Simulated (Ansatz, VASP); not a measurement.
**AgI: VASP beside Ansatz**

The input INCAR:

```
PREC = Accurate ; ENCUT = 500
EDIFF = 1E-6 ; ISMEAR = 0
SIGMA = 0.01 ; LREAL = F
LASPH = T ; NELM = 120
ALGO = Normal ; ISIF = 2
LWAVE = F ; LCHARG = F
NBANDS = 16 ; GGA_COMPAT = F
```

Contents of KPOINTS:

```
Automatic mesh
0
Gamma
  6 6 6
```

Contents of POSCAR:

```
AgI
1.0
    0.0000000000      3.1739604665      3.1739604665
    3.1739604665      0.0000000000      3.1739604665
    3.1739604665      3.1739604665      0.0000000000
Ag I
1 1
Direct
    0.0000000000      0.0000000000      0.0000000000
    0.7500000000      0.7500000000      0.7500000000
```

Input for Ansatz:

```yaml
crystal:
  lattice:
    - [0.0, 3.1739604665, 3.1739604665]
    - [3.1739604665, 0.0, 3.1739604665]
    - [3.1739604665, 3.1739604665, 0.0]
  atoms:
    - { symbol: Ag, position: [0.0, 0.0, 0.0] }
    - { symbol: I, position: [0.75, 0.75, 0.75] }
kpoints:
  mp_grid: { grid: [6, 6, 6] }
scf:
  occupations: { method: fixed }
hamiltonian:
  xc: lda
  pseudopotentials: { kind: paw }
output:
  forces: true
  stress: true
  eigenvalues: true
  eigenstates:
    nscf_kmesh: { grid: [10, 10, 10] }
    de_dk: true
    e_range: [-9, 11.05781503511]
  optics:
    e_range: [0, 20]
    de: 0.2
    sigma: 0.25
    bands: { spectra_wanted_up_to: 20 }
    nscf_kmesh: { grid: [10, 10, 10] }
checkpoint:
  write: ck
  write_wavefunctions: false
```

Alike in both runs: task single point; functional LDA; k mesh 6 × 6 × 6; no spin polarisation.

```csv
,VASP,Ansatz
version,VASP 6.6.1,Ansatz 0.2.0
potentials or method,"VASP PAW LDA potentials, release 64 (Ag, I)","PAW with Ansatz's default frozen-core files, scalar-relativistic"
plane-wave cutoff (eV),500,420
occupations,"gaussian, width 0.01 eV",fixed
valence electrons in the cell,18,36
```

|  | VASP | Ansatz | Ansatz less VASP |
| --- | --- | --- | --- |
| gap on the k mesh at the Fermi level (eV) | 1.09 | 1.06 | -0.035 |
| pressure (GPa) | 0.0 | 0.0 | -0.02 |

LDA's correlation is that of Perdew and Zunger in VASP and of Perdew and Wang (1992) in Ansatz. VASP's potentials hold 18 valence electrons a cell and Ansatz's 36, so a difference there can come from the potentials and not from the codes.

Spin-orbit coupling is off throughout.
